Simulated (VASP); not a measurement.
Runs of VASP 6.6.1 on Al. The structure is that of space group Fm-3m (No. 225), or close to it. The cells are those of the table. 

| level | cell | k mesh | gap on the mesh (eV) | pressure (GPa) |
| --- | --- | --- | --- | --- |
| r2SCAN | a = 2.822 Å, angles 60.0°, 1 atom | 18 × 18 × 18 | none | -0.3 |
| r2SCAN | a = 2.860 Å, angles 60.0°, 1 atom | 18 × 18 × 18 | none | (a) |
| r2SCAN | a = 2.839 Å, angles 60.0°, 1 atom | 18 × 18 × 18 | none | -1.8 |
| PBE | a = 2.860 Å, angles 60.0°, 1 atom | 8 × 8 × 8 | none | (b) |
| PBE | a = 2.864 Å, angles 60.0°, 1 atom | 8 × 8 × 8 | none | -0.5 |

Alike in all rows: task single point; potentials or basis VASP PAW PBE potentials, release 64 (Al); no spin polarisation; cutoff (eV) 520; smearing gaussian 0.05 eV.

Problem. Fill in the values left out.

Solution. (a) -3.6; (b) -0.1.

Caveats: the PAW data sets were made with another functional, which shifts forces and pressure a little (some runs).

A gap of «none» marks levels without a gap at the run's occupations.
